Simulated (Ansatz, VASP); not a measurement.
# In: VASP beside Ansatz

File INCAR:

```
SYSTEM = In
  PREC = Accurate
  ENCUT = 520
  EDIFF = 1E-6
  ISMEAR = 0
  SIGMA = 0.15
  LREAL = .False.
  LASPH = .True.
  NELM = 60
  ALGO = Fast
  ISIF = 2
  LWAVE = .False.
  LCHARG = .False.
  GGA = PE
  NBANDS = 12
```

The input KPOINTS:

```
Automatic mesh
0
Gamma
  18 18 18
  0 0 0
```

POSCAR

```
In
1.0
   -1.9578262496      1.9578262496      2.0331272592
    1.9578262496     -1.9578262496      2.0331272592
    1.9578262496      1.9578262496     -2.0331272592
In
1
Direct
    0.0000000000      0.0000000000      0.0000000000
```

Input for Ansatz:

```yaml
crystal:
  lattice:
    - [-1.9578262496, 1.9578262496, 2.0331272592]
    - [1.9578262496, -1.9578262496, 2.0331272592]
    - [1.9578262496, 1.9578262496, -2.0331272592]
  atoms:
    - { symbol: In, position: [0.0, 0.0, 0.0] }
basis:
  ecutwfc: 420
kpoints:
  mp_grid: { grid: [18, 18, 18] }
hamiltonian:
  xc: pbe
scf:
  occupations: { method: gaussian, width: 0.15 }
output:
  forces: true
  stress: true
  eigenvalues: true
```

Change from the starting cell: strain +0.040 along x and y, +0.080 along z, atoms carried along.

Alike in both runs: task single point; functional PBE; k mesh 18 × 18 × 18; occupations gaussian, width 0.15 eV; no spin polarisation.

|  | VASP | Ansatz |
| --- | --- | --- |
| version | VASP 6.6.1 | Ansatz 0.2.0 |
| potentials or method | VASP PAW PBE potentials, release 64 (In_d), cutoff 520 eV | scalar-relativistic, plane waves, PAW |
| valence electrons in the cell | 13 | 13 |

```tsv
	VASP	Ansatz	Ansatz less VASP
gap on the k mesh at the Fermi level (eV)	none	none	-
pressure (GPa)	-3.0	-3.0	+0.05
traceless stress, the component that is largest in VASP (GPa)	-0.13	-0.13	0.000
```

A gap of «none» marks a metal or a gap that the smearing closes. The functional is the same, so the differences come from potentials, cutoffs and numerics.
